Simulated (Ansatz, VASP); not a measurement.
**SnTe: VASP beside Ansatz**

```xyz
2
Lattice="3.2865 0.0000 0.0000 -1.6432 2.8462 0.0000 0.0000 0.0000 6.4884" Properties=species:S:1:pos:R:3 pbc="T T T"
Sn    0.0000    0.0000    3.2442
Te    0.0000    0.0000    0.0000
```

Alike in both runs: functional PBE; k mesh 6 × 6 × 4; occupations gaussian, width 0.1 eV; no spin polarisation.

Ansatz relaxed the structure, and its values are those at the end. VASP's run is a single point on that final structure, the one shown.

```csv
,VASP,Ansatz
version,VASP 6.6.1,Ansatz 0.2.0
potentials or method,"VASP PAW PBE potentials, release 64 (Sn_d, Te), cutoff 520 eV","scalar-relativistic, plane waves, PAW"
valence electrons in the cell,20,30
```

```csv
,VASP,Ansatz,Ansatz less VASP
gap on the k mesh at the Fermi level (eV),none,none,-
pressure (GPa),0.0,0.0,+0.06
```

A gap of «none» marks a metal or a gap that the smearing closes. VASP's potentials hold 20 valence electrons a cell and Ansatz's 30, so a difference there can come from the potentials and not from the codes.

The k mesh is coarse, so the values compare programs but aren't converged. Spin-orbit coupling is off throughout.
